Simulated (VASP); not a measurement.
Here is a VASP 6.6.1 calculation.

Contents of INCAR:

```
SYSTEM = Ge
ALGO     = Normal         ! electronic algorithm
EDIFF    = 1E-6           ! SCF threshold, eV
ENCUT    = 520            ! plane-wave cutoff, eV
GGA      = CA             ! functional
ISIF     = 2              ! what is computed and relaxed
ISMEAR   = 0              ! smearing method
LASPH    = .True.         ! aspherical terms in the spheres
LCHARG   = .True.         ! write CHGCAR
LELF     = .True.         ! ELF
LREAL    = .False.        ! projectors in reciprocal space
LVHAR    = .True.       
LWAVE    = .False.        ! write WAVECAR
NBANDS   = 21             ! bands
NELM     = 60             ! most SCF steps
PREC     = Accurate       ! precision mode
SIGMA    = 0.05           ! smearing width, eV
```

Contents of KPOINTS:

```
k-points
0
Gamma
  12 12 12
  0 0 0
```

File POSCAR:

```
Ge
1.0
    0.0000000000      2.8507250000      2.8016569231
    2.8507250000      0.0000000000      2.8016569231
    2.8507250000      2.8507250000      0.0000000000
Ge
2
Direct
    0.0000000000      0.0000000000      0.0000000000
    0.2500000000      0.2500000000      0.2500000000
```

Potentials or basis: VASP PAW LDA potentials, release 64 (Ge_d).

Launch:

```bash
$ cat potpaw_LDA.64/Ge_d/POTCAR > POTCAR
$ mpirun -np 1 vasp_std > vasp.out
```

Question: Estimate the pressure.

Answer: -1.5 GPa.

Question: Estimate the band gap on the k mesh.

Answer: 0.09 eV (least direct gap 0.13 eV).

Stress tensor (GPa, compression positive):
```
-1.93  0.00  0.00
 0.00 -1.93  0.00
 0.00  0.00 -0.70
```

Caveat: semilocal functionals underestimate gaps, and a narrow one can read as zero. A k mesh can miss the band edges.
